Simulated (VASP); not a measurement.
# Rh (Fm-3m) in VASP: a series of runs

The runs below take Rh through single point, with LDA, PBE, PBEsol+D4, PBEsol+D3(BJ).

All numbers are computed with VASP 6.6.1; they aren't measurements. Logs are shortened: lines on timing, memory, paths and dates and some standing lists are left out, and cuts for length are marked.

### Step 1. The cell of the first run

The structure is cubic, space group Fm-3m (No. 225). The conventional cell has a = 3.870 Å, b = 3.870 Å, c = 3.870 Å, α = 90.00°, β = 90.00°, γ = 90.00°. Within 3.6 Å of Rh (site symmetry m-3m) lie 12 Rh at 2.74 Å.

### Step 2. Single point, LDA (volume scaled by 1.06)

INCAR reads:

```
SYSTEM = Rh
PREC = Accurate
ENCUT = 520
EDIFF = 1E-7
ISMEAR = -1
SIGMA = 0.05
LREAL = .FALSE.
LASPH = .TRUE.
NELM = 100
ALGO = Normal
ISIF = 2
LWAVE = .FALSE.
LCHARG = .FALSE.
NBANDS = 14
```

KPOINTS reads:

```
Automatic mesh
0
G
  12 12 12
  0 0 0
```

POSCAR reads:

```
Rh
1.0
    0.0000000000      1.9350721950      1.9350721950
    1.9350721950      0.0000000000      1.9350721950
    1.9350721950      1.9350721950      0.0000000000
Rh
1
Direct
    0.0000000000      0.0000000000      0.0000000000
```

Potentials or basis: VASP PAW LDA potentials, release 64 (Rh_pv).

The run is started by

```bash
cat potpaw_LDA.64/Rh_pv/POTCAR > POTCAR
mpirun -np 1 vasp_std > vasp.out
```

OUTCAR:

```text
SYSTEM = Rh
   PREC = Accurate
   ENCUT = 520
   EDIFF = 1E-7
   ISMEAR = -1
   LREAL = .FALSE.
   LASPH = .TRUE.
   NELM = 100
   ISIF = 2

 ion  position               nearest neighbor table
   1  0.000  0.000  0.000-

  LATTYP: Found a face centered cubic cell.
 ALAT       =     3.8701443900

  Lattice vectors:

 A1 = (   0.0000000000,   1.9350721950,   1.9350721950)
 A2 = (   1.9350721950,   0.0000000000,   1.9350721950)
 A3 = (   1.9350721950,   1.9350721950,   0.0000000000)

Analysis of symmetry for initial positions (statically):
[... 33 lines left out ...]
                                     Primitive cell

  volume of cell :      14.4918

  direct lattice vectors                    reciprocal lattice vectors
     0.000000000  1.935072195  1.935072195    -0.258388292  0.258388292  0.258388292
     1.935072195  0.000000000  1.935072195     0.258388292 -0.258388292  0.258388292
     1.935072195  1.935072195  0.000000000     0.258388292  0.258388292 -0.258388292

  length of vectors
     2.736605342  2.736605342  2.736605342     0.447541650  0.447541650  0.447541650

  position of ions in fractional coordinates (direct lattice)
     0.000000000  0.000000000  0.000000000

  ion indices of the primitive-cell ions
   primitive index   ion index
                 1           1

----------------------------------------------------------------------------------------

 KPOINTS: Automatic mesh

Automatic generation of k-mesh.
 Grid dimensions read from file:
 generate k-points for:   12   12   12

 Generating k-lattice:

  Cartesian coordinates                     Fractional coordinates (reciprocal lattice)
    -0.021532358  0.021532358  0.021532358     0.083333333  0.000000000  0.000000000
     0.021532358 -0.021532358  0.021532358     0.000000000  0.083333333  0.000000000
     0.021532358  0.021532358 -0.021532358     0.000000000  0.000000000  0.083333333

  Length of vectors
     0.037295138  0.037295138  0.037295138

  Shift w.r.t. Gamma in fractional coordinates (k-lattice)
     0.000000000  0.000000000  0.000000000

 Subroutine IBZKPT returns following result:
 ===========================================

 Found     72 irreducible k-points:

 Following reciprocal coordinates:
            Coordinates               Weight
  0.000000  0.000000  0.000000      1.000000
  0.083333  0.000000  0.000000      8.000000
  0.166667  0.000000  0.000000      8.000000
  0.250000  0.000000  0.000000      8.000000
  0.333333  0.000000  0.000000      8.000000
  0.416667  0.000000  0.000000      8.000000
[... 16 lines left out ...]
  0.500000  0.166667  0.000000     24.000000
 -0.416667  0.166667  0.000000     24.000000
 [... further k-points ...]
   k-points           NKPTS =     72   k-points in BZ     NKDIM =     72   number of bands    NBANDS=     14
   number of dos      NEDOS =    301   number of ions     NIONS =      1
   total plane-waves  NPLWV =   8000
   dimension x,y,z NGX =    20 NGY =   20 NGZ =   20
   dimension x,y,z NGXF=    40 NGYF=   40 NGZF=   40
   ions per type =               1
   NGX,Y,Z   is equivalent  to a cutoff of  12.15, 12.15, 12.15 a.u.
   NGXF,Y,Z  is equivalent  to a cutoff of  24.30, 24.30, 24.30 a.u.
 SYSTEM =  Rh
   PREC   = accura    normal or accurate (medium, high low for compatibility)
   ISTART =      0    job   : 0-new  1-cont  2-samecut
   ICHARG =      2    charge: 1-file 2-atom 10-const
   ISPIN  =      1    spin polarized calculation?
   LNONCOLLINEAR =      F non collinear calculations
   LSORBIT =      F    spin-orbit coupling
   LASPH  =      T    aspherical Exc in radial PAW
   ENCUT  =  520.0 eV  38.22 Ry    6.18 a.u.   5.09  5.09  5.09*2*pi/ulx,y,z
   NELM   =    100;   NELMIN=  2; NELMDL= -5     # of ELM steps
   EDIFF  = 0.1E-06   stopping-criterion for ELM
   LREAL  =      F    real-space projection
   EDIFFG = 0.1E-05   stopping-criterion for IOM
   NSW    =      0    number of steps for IOM
   IBRION =     -1    ionic relax: 0-MD 1-quasi-New 2-CG
   NFREE  =      0    steps in history (QN), initial steepest desc. (CG)
   ISIF   =      2    stress and relaxation
   ISYM   =      2    0-nonsym 1-usesym 2-fastsym
   POTIM  = 0.5000    time-step for ionic-motion
   TEBEG  =    0.0;   TEEND  =   0.0 temperature during run
   PSTRESS=    0.0 pullay stress
   NELECT =      15.0000    total number of electrons
   NUPDOWN=      -1.0000    fix difference up-down
   EMIN   =  10.00;   EMAX   =-10.00  energy-range for DOS
   EFERMI =   0.00;   METHOD = LEGACY
   ISMEAR =    -1;   SIGMA  =   0.05  broadening in eV -4-tet -1-fermi 0-gaus
   EFERMI_NEDOS =   21; number of points for ismear=-14 and -15
   IALGO  =     38    algorithm
   IMIX   =      4    mixing-type and parameters
     AMIX     =   0.40;   BMIX     =  1.00
     AMIX_MAG =   1.60;   BMIX_MAG =  1.00
  volume/ion in A,a.u.               =      14.49        97.80
  Fermi-wavevector in a.u.,A,eV,Ry     =   1.656017  3.129418 37.312505  2.742392
  Thomas-Fermi vector in A             =   2.744014
   LORBIT       =      0    0 simple, 1 ext, 2 COOP (PROOUT), +10 PAW based schemes
   GGA     = CA    functional components
   LHFCALC =     F    Hartree Fock is set to
   AEXX    =    0.0000 exact exchange contribution
   IVDW    =     0    specifies the selected vdW correction
   LEPSILON=     F    determine dielectric tensor
   LRPA    =     F    only Hartree local field effects (RPA)
 non-spin polarized calculation
  energy-cutoff  :      520.00
  volume of cell :       14.49
 maximum number of plane-waves:       399
   NGX = 11   NGY = 11   NGZ = 11

 number of electron      14.9999993 magnetization

 Free energy of the ion-electron system (eV)
  ---------------------------------------------------
  ext. energy  EPLUGINS =         0.00000000
  ---------------------------------------------------
  free energy    TOTEN  =        -8.59776904 eV

  energy without entropy =       -8.58848129  energy(sigma->0) =       -8.59312517

 E-fermi :  10.7591     XC(G=0): -14.0217

 val. band max:       10.6825026718   @ k =   0.3333   0.0833   0.0000
 cond. band min:      10.7953194520   @ k =   0.3333   0.1667   0.0000
 fundamental gap:      0.1128167802
 Fermi energy:        10.7591040109

 k-point     1 :       0.0000    0.0000    0.0000
  band No.  band energies     occupation
      1     -35.3389      2.00000
      2     -35.3389      2.00000
      3     -35.3389      2.00000
      4       3.1135      2.00000
      5       7.8787      2.00000
      6       7.8787      2.00000
      7       7.8787      2.00000
      8       9.8331      2.00000
      9       9.8331      2.00000
     10      26.7410      0.00000
     11      31.2089      0.00000
     12      31.8452      0.00000
     13      31.8452      0.00000
     14      31.8452      0.00000

 k-point     2 :       0.0833    0.0000    0.0000
  band No.  band energies     occupation
      1     -35.3816      2.00000
      2     -35.3447      2.00000
      3     -35.3447      2.00000
      4       3.3775      2.00000
      5       7.7706      2.00000
      6       7.9774      2.00000
      7       7.9774      2.00000
      8       9.7821      2.00000
      9       9.7821      2.00000
     10      27.0964      0.00000
     11      30.4919      0.00000
     12      31.2110      0.00000
     13      32.2157      0.00000
     14      32.2157      0.00000

 k-point     3 :       0.1667    0.0000    0.0000
  band No.  band energies     occupation
      1     -35.4976      2.00000
      2     -35.3607      2.00000
      3     -35.3607      2.00000
      4       4.0859      2.00000
      5       7.5755      2.00000
      6       8.1785      2.00000
      7       8.1785      2.00000
      8       9.7397      2.00000
      9       9.7397      2.00000
     10      27.6842      0.00000
     11      28.2760      0.00000
     12      31.2101      0.00000
     13      33.2313      0.00000
     14      33.2313      0.00000

 k-point     4 :       0.2500    0.0000    0.0000
  band No.  band energies     occupation
      1     -35.6537      2.00000
      2     -35.3824      2.00000
      3     -35.3824      2.00000
      4       4.8648      2.00000
      5       7.7487      2.00000
      6       8.2229      2.00000
      7       8.2229      2.00000
      8       9.9847      2.00000
      9       9.9847      2.00000
     10      25.4156      0.00000
     11      28.1321      0.00000
     12      31.2097      0.00000
     13      34.4225      0.00000
     14      34.4225      0.00000

 k-point     5 :       0.3333    0.0000    0.0000
  band No.  band energies     occupation
      1     -35.8074      2.00000
      2     -35.4040      2.00000
      3     -35.4040      2.00000
      4       5.1310      2.00000
      5       8.0631      2.00000
      6       8.0631      2.00000
      7       8.8806      2.00000
      8      10.5286      1.98031
      9      10.5286      1.98031
     10      22.6476      0.00000
     11      27.3225      0.00000
     12      31.2098      0.00000
     13      33.5019      0.00000
     14      33.5019      0.00000

 k-point     6 :       0.4167    0.0000    0.0000
  band No.  band energies     occupation
      1     -35.9185      2.00000
      2     -35.4198      2.00000
      3     -35.4198      2.00000
      4       5.0620      2.00000
      5       7.8920      2.00000
      6       7.8920      2.00000
      7      10.5642      1.96026
      8      11.0527      0.00562
      9      11.0527      0.00562
     10      20.0588      0.00000
     11      26.5269      0.00000
     12      31.2100      0.00000
     13      31.9852      0.00000
     14      31.9852      0.00000

 k-point     7 :       0.5000    0.0000    0.0000
  band No.  band energies     occupation
      1     -35.9588      2.00000
      2     -35.4256      2.00000
      3     -35.4256      2.00000
      4       5.0091      2.00000
      5       7.8245      2.00000
      6       7.8245      2.00000
      7      11.2674      0.00008
      8      11.2674      0.00008
      9      11.5157      0.00000
     10      18.8057      0.00000
     11      26.2367      0.00000
     12      31.2098      0.00000
     13      31.4124      0.00000
     14      31.4124      0.00000
[... 205 lines left out ...]
 k-point    20 :       0.2500    0.1667    0.0000
  band No.  band energies     occupation
      1     -35.5927      2.00000
      2     -35.4234      2.00000
      3     -35.4194      2.00000
      4       5.0904      2.00000
      5       6.8049      2.00000
      6       8.4672      2.00000
      7       8.8514      2.00000
      8       9.4374      2.00000
      9      10.3761      1.99906
     10      27.7788      0.00000
     11      29.1794      0.00000
     12      30.4070      0.00000
     13      31.2057      0.00000
     14      31.3338      0.00000

 k-point    21 :       0.3333    0.1667    0.0000
  band No.  band energies     occupation
      1     -35.7195      2.00000
      2     -35.4486      2.00000
      3     -35.4468      2.00000
      4       5.6380      2.00000
      5       6.8871      2.00000
      6       8.0576      2.00000
      7       8.8709      2.00000
      8      10.6108      1.90209
      9      10.7953      0.65289
     10      24.9852      0.00000
     11      28.6066      0.00000
     12      29.7718      0.00000
     13      31.2029      0.00000
     14      31.7525      0.00000

 k-point    22 :       0.4167    0.1667    0.0000
  band No.  band energies     occupation
      1     -35.8305      2.00000
      2     -35.4844      2.00000
      3     -35.4607      2.00000
      4       5.6796      2.00000
      5       7.3332      2.00000
      6       8.0014      2.00000
      7       8.7072      2.00000
      8      11.2153      0.00022
      9      12.2680      0.00000
     10      21.9616      0.00000
     11      27.6040      0.00000
     12      29.3400      0.00000
     13      31.0823      0.00000
     14      31.2451      0.00000

 k-point    23 :       0.5000    0.1667    0.0000
  band No.  band energies     occupation
      1     -35.8965      2.00000
      2     -35.5176      2.00000
      3     -35.4614      2.00000
      4       5.6413      2.00000
      5       7.2810      2.00000
      6       8.5342      2.00000
      7       8.6016      2.00000
      8      11.3196      0.00003
      9      14.1223      0.00000
     10      19.3717      0.00000
     11      26.8547      0.00000
     12      29.5237      0.00000
     13      29.9246      0.00000
     14      31.2128      0.00000

 k-point    24 :      -0.4167    0.1667    0.0000
  band No.  band energies     occupation
      1     -35.9019      2.00000
      2     -35.5381      2.00000
      3     -35.4487      2.00000
      4       5.7012      2.00000
      5       7.2924      2.00000
      6       8.4524      2.00000
      7       8.8329      2.00000
      8      10.9808      0.02346
      9      14.6756      0.00000
     10      18.9442      0.00000
     11      26.4533      0.00000
     12      29.1524      0.00000
     13      30.6042      0.00000
     14      31.2114      0.00000

 [... further k-points ...]
[... 5 lines left out ...]
  --------------------------------------------------------------------------------------
  -------------------------------------------------------------------------------------
  Total       -2.0369825     -2.0369825     -2.0369825      0.0000000      0.0000000     -0.0000000
  in kB     -225.2041438   -225.2041438   -225.2041438      0.0000000      0.0000000     -0.0000000
  external PRESSURE =    -225.2041438 kB  Pullay stress =       0.0000000 kB

 VOLUME and BASIS-vectors are now :
 -----------------------------------------------------------------------------
  energy-cutoff  :      520.00
  volume of cell :       14.49
      direct lattice vectors                 reciprocal lattice vectors
     0.000000000  1.935072195  1.935072195    -0.258388292  0.258388292  0.258388292
     1.935072195  0.000000000  1.935072195     0.258388292 -0.258388292  0.258388292
     1.935072195  1.935072195  0.000000000     0.258388292  0.258388292 -0.258388292

 POSITION                                       TOTAL-FORCE (eV/Angst)
 -----------------------------------------------------------------------------------
      0.00000      0.00000      0.00000         0.000000      0.000000      0.000000
 -----------------------------------------------------------------------------------
    total drift:                                0.000000     -0.000000      0.000000

  FREE ENERGIE OF THE ION-ELECTRON SYSTEM (eV)
  ---------------------------------------------------
  free  energy   TOTEN  =        -8.5977690422 eV

  energy  without entropy=       -8.5884812901  energy(sigma->0) =       -8.59312517
```

Run time: 6.7 s. Hardware: 1 thread of Intel Xeon Platinum 8375C at 2.90GHz (Ice Lake), shared host; peak memory 0.12 GiB.

Results:

* Free energy: -8.5978 eV
* Pressure: -22.5 GPa

Levels at points of the mesh, in eV from the Fermi level:
```
           k point  band 3  band 4  band 5  band 6  band 7  band 8  band 9  band 10  band 11  band 12
(0.00, 0.00, 0.00)  -46.10   -7.65   -2.88   -2.88   -2.88   -0.93   -0.93    15.98    20.45    21.09
(0.50, 0.00, 0.00)  -46.18   -5.75   -2.93   -2.93    0.51    0.51    0.76     8.05    15.48    20.45
(0.50, 0.50, 0.00)  -46.33   -5.87   -5.54    0.49    0.88    0.88    3.14    11.57    12.90    12.90
```

Caveat: the cell differs from its parent crystal (volume scaled by 1.06).

### Step 3. Single point, PBE

This run uses another cell than the first one, of 13.67 Å³/atom, 0.943 times its volume.

INCAR reads:

```
SYSTEM = Rh
ALGO = Normal
EDIFF = 1E-6
ENCUT = 520
GGA = PE
ISIF = 2
ISMEAR = -1
LASPH = .True.
LCHARG = .False.
LREAL = .False.
LWAVE = .False.
NBANDS = 14
NELM = 60
PREC = Accurate
SIGMA = 0.03
```

KPOINTS reads:

```
k-points
0
Gamma
  8 8 8
  0 0 0
```

POSCAR reads:

```
Rh
1.0
    0.0000000000      1.8978500000      1.8978500000
    1.8978500000      0.0000000000      1.8978500000
    1.8978500000      1.8978500000      0.0000000000
Rh
1
Direct
    0.0000000000      0.0000000000      0.0000000000
```

Potentials or basis: VASP PAW PBE potentials, release 64 (Rh_pv).

The run is started by

```bash
cat potpaw_PBE.64/Rh_pv/POTCAR > POTCAR
mpirun -np 1 vasp_std > vasp.out
```

It took 4.6 s on 1 thread of Intel Xeon 6975P-C (Granite Rapids), shared host; peak memory 0.12 GiB.

It converged, with:

```
Free energy : -7.2199 eV
Pressure    : 8.3 GPa
```

Levels at points of the mesh, in eV from the Fermi level:
| k point | band 3 | band 4 | band 5 | band 6 | band 7 | band 8 | band 9 | band 10 | band 11 | band 12 |
| --- | --- | --- | --- | --- | --- | --- | --- | --- | --- | --- |
| (0.00, 0.00, 0.00) | -46.39 | -8.03 | -3.12 | -3.12 | -3.12 | -1.00 | -1.00 | 15.95 | 20.55 | 21.46 |
| (0.50, 0.00, 0.00) | -46.49 | -6.19 | -3.19 | -3.19 | 0.57 | 0.57 | 0.70 | 8.68 | 15.47 | 20.55 |
| (0.50, 0.50, 0.00) | -46.66 | -6.38 | -6.02 | 0.55 | 0.99 | 0.99 | 3.24 | 12.33 | 13.33 | 13.33 |

### Step 4. Single point, PBEsol+D4

This run uses another cell than the first one, of 13.26 Å³/atom, 0.915 times its volume.

INCAR reads:

```
ALGO = Normal
EDIFF = 1E-6
ENCUT = 520
GGA = PS
ISIF = 2
ISMEAR = -1
IVDW = 13
LASPH = T
LCHARG = F
LREAL = F
LWAVE = F
NBANDS = 14
NELM = 100
PREC = Accurate
SIGMA = 0.05
```

KPOINTS reads:

```
k-points
0
Gamma
  12 12 12
```

POSCAR reads:

```
Rh
1.0
    0.0000000000      1.8787556899      1.8787556899
    1.8787556899      0.0000000000      1.8787556899
    1.8787556899      1.8787556899      0.0000000000
Rh
1
Direct
    0.0000000000      0.0000000000      0.0000000000
```

The run is started by

```bash
cat potpaw_PBE.64/Rh_pv/POTCAR > POTCAR
mpirun -np 1 vasp_std > vasp.out
```

Run time: 9.3 s. Hardware: 1 thread of Intel Xeon 6975P-C (Granite Rapids), shared host; peak memory 0.12 GiB.

The run converged. Its results:

| Quantity | Value |
| --- | --- |
| Free energy | -8.6507 eV |
| Pressure | -0.1 GPa |
| Dispersion energy per atom | -0.508 eV |

Levels at points of the mesh, in eV from the Fermi level:
| k point | band 4 | band 5 | band 6 | band 7 | band 8 | band 9 | band 10 | band 11 |
| --- | --- | --- | --- | --- | --- | --- | --- | --- |
| (0.00, 0.00, 0.00) | -8.34 | -3.30 | -3.30 | -3.30 | -1.07 | -1.07 | 15.89 | 20.21 |
| (0.50, 0.00, 0.00) | -6.49 | -3.38 | -3.38 | 0.59 | 0.59 | 0.60 | 8.95 | 15.41 |
| (0.50, 0.50, 0.00) | -6.72 | -6.33 | 0.57 | 1.03 | 1.03 | 3.21 | 12.67 | 13.43 |

Caveat: the PAW data sets were made with another functional, which shifts forces and pressure a little; pairwise dispersion overbinds metals, which lowers pressure and volume.

(Continued in part 2 of 2.)
